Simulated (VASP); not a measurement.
K4Br3, 7 atoms in the cell. It takes space group Cmmm (No. 65, orthorhombic). Conventional cell: a = 9.390 Å, b = 9.588 Å, c = 8.764 Å, α = 90.00°, β = 90.00°, γ = 90.00°. K (site symmetry m) has 3 Br at 3.20 to 3.24 Å and 2 K at 4.35 to 4.41 Å within 4.5 Å. Within 4.2 Å of Br (site symmetry 2/m) lie 4 K at 3.20 Å. Br (site symmetry mmm) has 4 K at 3.24 Å within 4.3 Å. The cell was generated, and may not be a known phase.

```yaml
Program: VASP 6.6.1
Task: single point
Functional: PBE
Potentials_or_basis: VASP PAW PBE potentials, release 64 (K_sv, Br)
Cutoff: 520 eV
k_mesh: 4 × 4 × 2
Occupations: gaussian, width 0.1 eV
Spin: no spin polarisation
Dipole_correction: no
Further_INCAR_settings: ALGO = Normal; EDIFF = 1e-06; NBANDS = 38
```

Potentials or basis: VASP PAW PBE potentials, release 64 (K_sv, Br).

Command:

```bash
$ cat potpaw_PBE.64/K_sv/POTCAR potpaw_PBE.64/Br/POTCAR > POTCAR
$ mpirun -np 1 vasp_std > vasp.out
```

Hardware: 1 thread of Intel(R) Xeon(R) Platinum 8559C (Emerald Rapids), with other jobs on the host.

Question: How long does it take, and how much memory?

Answer: It took 2.6 min on 1 thread of Intel(R) Xeon(R) Platinum 8559C (Emerald Rapids) (shared host), peak memory 0.48 GiB. Counts: scf iterations 14, k points 14.
